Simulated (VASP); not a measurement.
# TiC (I4/mmm) in VASP: further runs

TiC is run at these levels: PBEsol; tasks: single point.

All numbers are computed with VASP 6.6.1; they aren't measurements. Logs are shortened: lines on timing, memory, paths and dates and some standing lists are left out, and cuts for length are marked.

## Step 1: The cell of the first run

Symmetry: I4/mmm, No. 139, tetragonal system. Conventional cell: a = 3.102 Å, b = 3.102 Å, c = 4.212 Å, α = 90.00°, β = 90.00°, γ = 90.00°. Ti (site symmetry 4/mmm) has 6 C at 2.11 to 2.19 Å within 2.8 Å. C (site symmetry 4/mmm) has 6 Ti at 2.11 to 2.19 Å within 2.8 Å.

## Step 2: Single point, PBEsol

INCAR

```
ALGO     = Normal         # electronic algorithm
EDIFF    = 1E-6           # SCF threshold, eV
ENCUT    = 520            # plane-wave cutoff, eV
GGA      = PS             # functional
ISIF     = 2              # what is computed and relaxed
ISMEAR   = 0              # smearing method
LASPH    = True           # aspherical terms in the spheres
LCHARG   = False          # write CHGCAR
LREAL    = False          # projectors in reciprocal space
LWAVE    = False          # write WAVECAR
NBANDS   = 15             # bands
NELM     = 60             # most SCF steps
PREC     = Accurate       # precision mode
SIGMA    = 0.15           # smearing width, eV
```

KPOINTS

```
k-points
0
Gamma
  20 20 20
```

POSCAR

```
TiC
1.0
    0.0000000000      2.1936475197      2.1059016189
    2.1936475197      0.0000000000      2.1059016189
    2.1936475197      2.1936475197      0.0000000000
Ti C
1 1
Direct
    0.0000000000      0.0000000000      0.0000000000
    0.5000000000      0.5000000000      0.5000000000
```

Potentials or basis: VASP PAW PBE potentials, release 64 (Ti_sv, C).

Launch:

```bash
cat potpaw_PBE.64/Ti_sv/POTCAR potpaw_PBE.64/C/POTCAR > POTCAR
mpirun -np 1 vasp_std > vasp.out
```

OUTCAR:

```text
EDIFF = 1E-6
   ENCUT = 520
   GGA = PS
   ISIF = 2
   ISMEAR = 0
   LASPH = True
   LREAL = False
   NELM = 60
   PREC = Accurate

 ion  position               nearest neighbor table
   1  0.000  0.000  0.000-   2 2.11   2 2.11   2 2.19   2 2.19   2 2.19   2 2.19
   2  0.500  0.500  0.500-   1 2.11   1 2.11   1 2.19   1 2.19   1 2.19   1 2.19

  LATTYP: Found a body centered tetragonal cell.
 ALAT       =     3.1022860734
 C/A-ratio  =     1.3576450199

  Lattice vectors:

 A1 = (   0.0000000000,  -2.1936475197,  -2.1059016189)
 A2 = (   0.0000000000,   2.1936475197,  -2.1059016189)
 A3 = (   2.1936475197,   0.0000000000,   2.1059016189)

Analysis of symmetry for initial positions (statically):
=====================================================================
 Subroutine PRICEL returns:
 Original cell was already a primitive cell.

 Routine SETGRP: Setting up the symmetry group for a
 body centered tetragonal supercell.

 Subroutine GETGRP returns: Found 16 space group operations
 (whereof 16 operations were pure point group operations)
 out of a pool of 16 trial point group operations.

The static configuration has the point symmetry D_4h.

Analysis of symmetry for dynamics (positions and initial velocities):
=====================================================================
 Subroutine PRICEL returns:
 Original cell was already a primitive cell.

 Routine SETGRP: Setting up the symmetry group for a
 body centered tetragonal supercell.

 Subroutine GETGRP returns: Found 16 space group operations
 (whereof 16 operations were pure point group operations)
 out of a pool of 16 trial point group operations.

The dynamic configuration has the point symmetry D_4h.

 Subroutine INISYM returns: Found 16 space group operations
 (whereof 16 operations are pure point group operations),
 and found     1 'primitive' translations

----------------------------------------------------------------------------------------

                                     Primitive cell

  volume of cell :      20.2676

  direct lattice vectors                    reciprocal lattice vectors
     0.000000000  2.193647520  2.105901619    -0.227930876  0.227930876  0.237427995
     2.193647520  0.000000000  2.105901619     0.227930876 -0.227930876  0.237427995
     2.193647520  2.193647520  0.000000000     0.227930876  0.227930876 -0.237427995

  length of vectors
     3.040873406  3.040873406  3.102286073     0.400346127  0.400346127  0.400346127

  position of ions in fractional coordinates (direct lattice)
     0.000000000  0.000000000  0.000000000
     0.500000000  0.500000000  0.500000000

  ion indices of the primitive-cell ions
   primitive index   ion index
                 1           1
                 2           2

----------------------------------------------------------------------------------------

 KPOINTS: k-points

Automatic generation of k-mesh.
 Grid dimensions read from file:
 generate k-points for:   20   20   20

 Generating k-lattice:

  Cartesian coordinates                     Fractional coordinates (reciprocal lattice)
    -0.011396544  0.011396544  0.011871400     0.050000000 -0.000000000  0.000000000
     0.011396544 -0.011396544  0.011871400    -0.000000000  0.050000000  0.000000000
     0.011396544  0.011396544 -0.011871400     0.000000000  0.000000000  0.050000000

  Length of vectors
     0.020017306  0.020017306  0.020017306

  Shift w.r.t. Gamma in fractional coordinates (k-lattice)
     0.000000000  0.000000000  0.000000000

 Subroutine IBZKPT returns following result:
 ===========================================

 Found    641 irreducible k-points:

 Following reciprocal coordinates:
            Coordinates               Weight
  0.000000  0.000000  0.000000      1.000000
  0.050000  0.000000  0.000000      8.000000
  0.100000  0.000000  0.000000      8.000000
  0.150000  0.000000  0.000000      8.000000
  0.200000  0.000000  0.000000      8.000000
  0.250000  0.000000  0.000000      8.000000
[... 16 lines left out ...]
 -0.400000  0.050000  0.000000      8.000000
 -0.350000  0.050000  0.000000      8.000000
 [... further k-points ...]
   k-points           NKPTS =    641   k-points in BZ     NKDIM =    641   number of bands    NBANDS=     15
   number of dos      NEDOS =    301   number of ions     NIONS =      2
   total plane-waves  NPLWV =  13824
   dimension x,y,z NGX =    24 NGY =   24 NGZ =   24
   dimension x,y,z NGXF=    48 NGYF=   48 NGZF=   48
   ions per type =               1   1
   NGX,Y,Z   is equivalent  to a cutoff of  13.12, 13.12, 12.86 a.u.
   NGXF,Y,Z  is equivalent  to a cutoff of  26.24, 26.24, 25.72 a.u.
 SYSTEM =  unknown system
   PREC   = accura    normal or accurate (medium, high low for compatibility)
   ISTART =      0    job   : 0-new  1-cont  2-samecut
   ICHARG =      2    charge: 1-file 2-atom 10-const
   ISPIN  =      1    spin polarized calculation?
   LNONCOLLINEAR =      F non collinear calculations
   LSORBIT =      F    spin-orbit coupling
   LASPH  =      T    aspherical Exc in radial PAW
   ENCUT  =  520.0 eV  38.22 Ry    6.18 a.u.   5.65  5.65  5.77*2*pi/ulx,y,z
   NELM   =     60;   NELMIN=  2; NELMDL= -5     # of ELM steps
   EDIFF  = 0.1E-05   stopping-criterion for ELM
   LREAL  =      F    real-space projection
   EDIFFG = 0.1E-04   stopping-criterion for IOM
   NSW    =      0    number of steps for IOM
   IBRION =     -1    ionic relax: 0-MD 1-quasi-New 2-CG
   NFREE  =      0    steps in history (QN), initial steepest desc. (CG)
   ISIF   =      2    stress and relaxation
   ISYM   =      2    0-nonsym 1-usesym 2-fastsym
   POTIM  = 0.5000    time-step for ionic-motion
   TEBEG  =    0.0;   TEEND  =   0.0 temperature during run
   PSTRESS=    0.0 pullay stress
   NELECT =      16.0000    total number of electrons
   NUPDOWN=      -1.0000    fix difference up-down
   EMIN   =  10.00;   EMAX   =-10.00  energy-range for DOS
   EFERMI =   0.00;   METHOD = LEGACY
   ISMEAR =     0;   SIGMA  =   0.15  broadening in eV -4-tet -1-fermi 0-gaus
   EFERMI_NEDOS =   21; number of points for ismear=-14 and -15
   IALGO  =     38    algorithm
   IMIX   =      4    mixing-type and parameters
     AMIX     =   0.40;   BMIX     =  1.00
     AMIX_MAG =   1.60;   BMIX_MAG =  1.00
  volume/ion in A,a.u.               =      10.13        68.39
  Fermi-wavevector in a.u.,A,eV,Ry     =   1.513030  2.859212 31.147275  2.289260
  Thomas-Fermi vector in A             =   2.622876
   LORBIT       =      0    0 simple, 1 ext, 2 COOP (PROOUT), +10 PAW based schemes
   GGA     = PS    functional components
   LHFCALC =     F    Hartree Fock is set to
   AEXX    =    0.0000 exact exchange contribution
   IVDW    =     0    specifies the selected vdW correction
   LEPSILON=     F    determine dielectric tensor
   LRPA    =     F    only Hartree local field effects (RPA)
 non-spin polarized calculation
 Gauss-broadening in eV      SIGMA  =   0.15
  energy-cutoff  :      520.00
  volume of cell :       20.27
 maximum number of plane-waves:       560
   NGX = 11   NGY = 11   NGZ = 11

 number of electron      15.9999998 magnetization

 Free energy of the ion-electron system (eV)
  ---------------------------------------------------
  ext. energy  EPLUGINS =         0.00000000
  ---------------------------------------------------
  free energy    TOTEN  =       -19.76689235 eV

  energy without entropy =      -19.76358952  energy(sigma->0) =      -19.76524093

 E-fermi :   9.3306     XC(G=0): -12.8693

 val. band max:        9.3237834241   @ k =  -0.0500   0.0000   0.0500
 cond. band min:       9.3309290340   @ k =   0.1500   0.0000   0.1500
 fundamental gap:      0.0071456099
 Fermi energy:         9.3306244343

 k-point     1 :       0.0000    0.0000    0.0000
  band No.  band energies     occupation
      1     -46.9865      2.00000
      2     -23.1293      2.00000
      3     -23.1293      2.00000
      4     -23.0806      2.00000
      5      -3.0500      2.00000
      6       9.9020      0.00000
      7       9.9020      0.00000
      8      10.2008      0.00000
      9      10.9090      0.00000
     10      10.9838      0.00000
     11      10.9839      0.00000
     12      11.1452      0.00000
     13      11.1724      0.00000
     14      19.8882      0.00000
     15      23.2844      0.00000

 k-point     2 :       0.0500    0.0000    0.0000
  band No.  band energies     occupation
      1     -46.9847      2.00000
      2     -23.1384      2.00000
      3     -23.1309      2.00000
      4     -23.0853      2.00000
      5      -2.9925      2.00000
      6       9.6656      0.00159
      7       9.7897      0.00002
      8      10.0342      0.00000
      9      10.3613      0.00000
     10      10.4884      0.00000
     11      11.2083      0.00000
     12      11.7292      0.00000
     13      11.9576      0.00000
     14      19.9916      0.00000
     15      23.3136      0.00000

 k-point     3 :       0.1000    0.0000    0.0000
  band No.  band energies     occupation
      1     -46.9793      2.00000
      2     -23.1701      2.00000
      3     -23.1356      2.00000
      4     -23.0939      2.00000
      5      -2.8224      2.00000
      6       9.0490      1.99207
      7       9.2661      1.45733
      8       9.4604      0.22096
      9      10.3056      0.00000
     10      10.4204      0.00000
     11      11.4729      0.00000
     12      12.5596      0.00000
     13      12.8246      0.00000
     14      20.2642      0.00000
     15      23.3583      0.00000
[... 343 lines left out ...]
 k-point    23 :      -0.4000    0.0500    0.0000
  band No.  band energies     occupation
      1     -46.9149      2.00000
      2     -23.5872      2.00000
      3     -23.1888      2.00000
      4     -23.1412      2.00000
      5      -0.0014      2.00000
      6       4.0636      2.00000
      7       6.5064      2.00000
      8       6.6571      2.00000
      9      12.0489      0.00000
     10      12.0762      0.00000
     11      13.1537      0.00000
     12      17.1304      0.00000
     13      17.1606      0.00000
     14      18.2024      0.00000
     15      24.3752      0.00000

 k-point    24 :      -0.3500    0.0500    0.0000
  band No.  band energies     occupation
      1     -46.9225      2.00000
      2     -23.5384      2.00000
      3     -23.1803      2.00000
      4     -23.1392      2.00000
      5      -0.5081      2.00000
      6       4.7124      2.00000
      7       6.6905      2.00000
      8       6.9101      2.00000
      9      11.7338      0.00000
     10      11.8999      0.00000
     11      12.8647      0.00000
     12      16.6288      0.00000
     13      16.8061      0.00000
     14      18.8423      0.00000
     15      24.9640      0.00000

 [... further k-points ...]
[... 5 lines left out ...]
  --------------------------------------------------------------------------------------
  -------------------------------------------------------------------------------------
  Total       -1.3642697     -1.3642697      0.7934475      0.0000000      0.0000000      0.0000000
  in kB     -107.8472478   -107.8472478     62.7230239      0.0000000      0.0000000      0.0000000
  external PRESSURE =     -50.9904906 kB  Pullay stress =       0.0000000 kB

 VOLUME and BASIS-vectors are now :
 -----------------------------------------------------------------------------
  energy-cutoff  :      520.00
  volume of cell :       20.27
      direct lattice vectors                 reciprocal lattice vectors
     0.000000000  2.193647520  2.105901619    -0.227930876  0.227930876  0.237427995
     2.193647520  0.000000000  2.105901619     0.227930876 -0.227930876  0.237427995
     2.193647520  2.193647520  0.000000000     0.227930876  0.227930876 -0.237427995

 POSITION                                       TOTAL-FORCE (eV/Angst)
 -----------------------------------------------------------------------------------
      0.00000      0.00000      0.00000         0.000000      0.000000      0.000000
      2.19365      2.19365      2.10590         0.000000      0.000000      0.000000
 -----------------------------------------------------------------------------------
    total drift:                                0.000000     -0.000000     -0.000000

  FREE ENERGIE OF THE ION-ELECTRON SYSTEM (eV)
  ---------------------------------------------------
  free  energy   TOTEN  =       -19.7668923466 eV

  energy  without entropy=      -19.7635895169  energy(sigma->0) =      -19.76524093
```

Wall time 1.9 min (1 thread of Intel Xeon Platinum 8375C at 2.90GHz (Ice Lake), shared host); peak memory 0.3 GiB.

Results:

```
Free energy            : -19.7669 eV
Pressure               : -5.1 GPa
Band gap on the k mesh : zero (band 8 reaches 10.20 eV, above the bottom of band 9 at 8.66 eV)
```

Caveat: the PAW data sets were made with another functional, which shifts forces and pressure a little.

(Part 1 of 2 ends here.)
